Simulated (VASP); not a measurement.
HfB2: relaxation of cell and atoms with revPBE

Crystal: HfB2.

```
Hf B
1.0
     3.14000    0.00000    0.00000
    -1.57000    2.71932    0.00000
     0.00000    0.00000    3.48000
Hf B
1 2
Direct
  0.00000 0.00000 0.00000
  0.66667 0.33333 0.50000
  0.33333 0.66667 0.50000
```

```
Program                : VASP 6.6.1
Task                   : relaxation of cell and atoms
Functional             : revPBE
Potentials or basis    : VASP PAW PBE potentials, release 64 (Hf_pv, B)
Cutoff                 : 600 eV
k mesh                 : 10 × 10 × 8
Occupations            : fermi-dirac, width 0.05 eV
Spin                   : no spin polarisation
Dipole correction      : no
Further INCAR settings : ALGO = Normal; EDIFF = 1e-06; IBRION = 2; EDIFFG = -0.01; NSW = 60; ISIF = 3
```

The relaxed volume is 10.07 Å³/atom and the relaxed cell is a = 3.155 Å, b = 3.155 Å, c = 3.506 Å, α = 90.00°, β = 90.00°, γ = 120.00°. The space group after relaxing (to 0.05 Å) is P6/mmm (No. 191), the energy gained by relaxing is 2.1 meV/atom and the ionic steps are 5. The pressure after relaxing is -0.1 GPa. The band gap on the k mesh is zero (band 8 reaches 8.23 eV, above the bottom of band 9 at 7.39 eV).

Step by step:
```
step  energy change (eV)  largest force (eV/Å)  pressure (GPa)  volume (Å³)
   1              0.0000                0.0000            4.08        29.71
   2              0.0032                0.0000           -4.76        30.81
   3             -0.0061                0.0000            0.03        30.20
   4             -0.0061                0.0000           -0.10        30.21
   5             -0.0062                0.0000           -0.09        30.21
```

Final structure:
```
CELL_PARAMETERS angstrom
3.15460 0.00000 0.00000
-1.57730 2.73197 0.00000
0.00000 0.00000 3.50570
ATOMIC_POSITIONS crystal
Hf 0.00000 0.00000 0.00000
B 0.66667 0.33333 0.50000
B 0.33333 0.66667 0.50000
```

Levels at points of the mesh, in eV from the Fermi level:
```
           k point  band 4  band 5  band 6  band 7  band 8  band 9  band 10  band 11  band 12
(0.00, 0.00, 0.00)  -13.61   -2.88   -2.74   -2.74   -2.73    4.06     4.06     4.67     4.67
(0.50, 0.00, 0.00)   -9.62   -8.99   -3.99   -3.31   -2.72    2.16     2.78     5.54     5.74
(0.00, 0.00, 0.50)  -11.29   -8.22   -1.08   -1.08    0.44    0.44     1.09     1.09     2.26
(0.50, 0.00, 0.50)  -10.20   -7.43   -4.80   -4.56   -2.62    3.98     4.14     6.24     7.10
```

Run time: 3.2 min on 1 thread of AMD EPYC 7R13, on a shared host, peak memory 0.16 GiB.

Caveat: the PAW data sets were made with another functional, which shifts forces and pressure a little; spin-orbit coupling is left out, which moves the levels of the heavy elements. revPBE gives volumes clearly too large for solids.
